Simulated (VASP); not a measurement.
Set up this calculation in VASP 6.6.1, as the native input.

| Property | Result |
| --- | --- |
| Task | single point |
| Functional | PBE |
| Potentials or basis | VASP PAW PBE potentials, release 64 (Si) |
| Cutoff | 520 eV |
| k mesh | 15 × 15 × 11 |
| Occupations | fermi-dirac, width 0.1 eV |
| Spin | no spin polarisation |
| Dipole correction | no |
| Further INCAR settings | ALGO = Normal; EDIFF = 1e-06; NBANDS = 11 |

The structure of Si lies in POSCAR:

```
Si
1.0
   -2.3699416043      2.3710450203      1.3119377630
    2.3710450203     -2.3699416043      1.3119377630
    2.3704873596      2.3704873596     -1.3099168545
Si
2
Direct
    0.9999810443      0.0000189557      0.0000000000
    0.7500189557      0.2499810443      0.5000000000
```

One way to write it, as run:

INCAR

```
ALGO = Normal
EDIFF = 1E-6
ENCUT = 520
GGA = PE
ISIF = 2
ISMEAR = -1
LASPH = T
LCHARG = T
LELF = T
LREAL = F
LVHAR = T
LWAVE = F
NBANDS = 11
NELM = 80
PREC = Accurate
SIGMA = 0.1
```

KPOINTS

```
k-points
0
Gamma
  15 15 11
```

Potentials or basis: VASP PAW PBE potentials, release 64 (Si).

Launch:

```bash
$ cat potpaw_PBE.64/Si/POTCAR > POTCAR
$ mpirun -np 1 vasp_std > vasp.out
```

It gave:

The pressure is 4.8 GPa. The largest force is 0.004 eV/Å and the band gap on the k mesh is zero (bands 4 and 5 overlap by 6.63 eV).

Caveat: the cell stands under pressure.

It took 75 s on 1 thread of Intel Xeon 6975P-C (shared host), peak memory 0.29 GiB.
